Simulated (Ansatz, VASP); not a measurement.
# One calculation of P, two programs

File INCAR:

```
SYSTEM = P
  ALGO = Normal
  EDIFF = 1E-6
  EDIFFG = -0.005
  ENCUT = 600
  GGA = PE
  IBRION = 2
  ISIF = 3
  ISMEAR = 0
  LASPH = .TRUE.
  LCHARG = .FALSE.
  LREAL = .FALSE.
  LWAVE = .FALSE.
  NELM = 100
  NSW = 70
  PREC = Accurate
  SIGMA = 0.1
```

KPOINTS

```
k-points
0
G
  15 15 15
  0 0 0
```

Contents of POSCAR:

```
P
1.0
    1.7132924525      0.9891698586      2.9115578036
   -1.7132924525      0.9891698586      2.9115578036
    0.0000000000     -1.9783397173      2.9115578036
P
2
Direct
    0.2340199604      0.2340199604      0.2340199604
    0.7659800396      0.7659800396      0.7659800396
```

Input for Ansatz:

```yaml
crystal:
  lattice:
    - [1.7132924525, 0.9891698586, 2.9115578036]
    - [-1.7132924525, 0.9891698586, 2.9115578036]
    - [0.0, -1.9783397173, 2.9115578036]
  atoms:
    - { symbol: P, position: [0.2340199604, 0.2340199604, 0.2340199604] }
    - { symbol: P, position: [0.7659800396, 0.7659800396, 0.7659800396] }
basis:
  ecutwfc: 420
kpoints:
  mp_grid: { grid: [15, 15, 15] }
hamiltonian:
  xc: pbe
scf:
  occupations: { method: gaussian, width: 0.1 }
output:
  forces: true
  stress: true
  eigenvalues: true
relax:
  adjacent_minimum: "off"
  f_tol: 0.005
  max_steps: 50
  cell: { stress_tol: 0.05 }
```

Alike in both runs: task relaxation of cell and atoms; functional PBE; k mesh 15 × 15 × 15; occupations gaussian, width 0.1 eV; no spin polarisation.

|  | VASP | Ansatz |
| --- | --- | --- |
| version | VASP 6.6.1 | Ansatz 0.2.0 |
| potentials or method | VASP PAW PBE potentials, release 64 (P), cutoff 600 eV | scalar-relativistic, plane waves, PAW |
| valence electrons in the cell | 10 | 10 |

VASP gave:

```
gap on the k mesh at the Fermi level, each at its own relaxed structure (eV)  : none
relaxed volume (Å³/atom)                                                      : 16.10
relaxed length of the cell vector where the two differ most in proportion (Å) : 3.674
```

Task: What did Ansatz give for the same quantities?

Result: gap on the k mesh at the Fermi level, each at its own relaxed structure (eV): none; relaxed volume (Å³/atom): 16.10; relaxed length of the cell vector where the two differ most in proportion (Å): 3.667.

A gap of «none» marks a metal or a gap that the smearing closes.
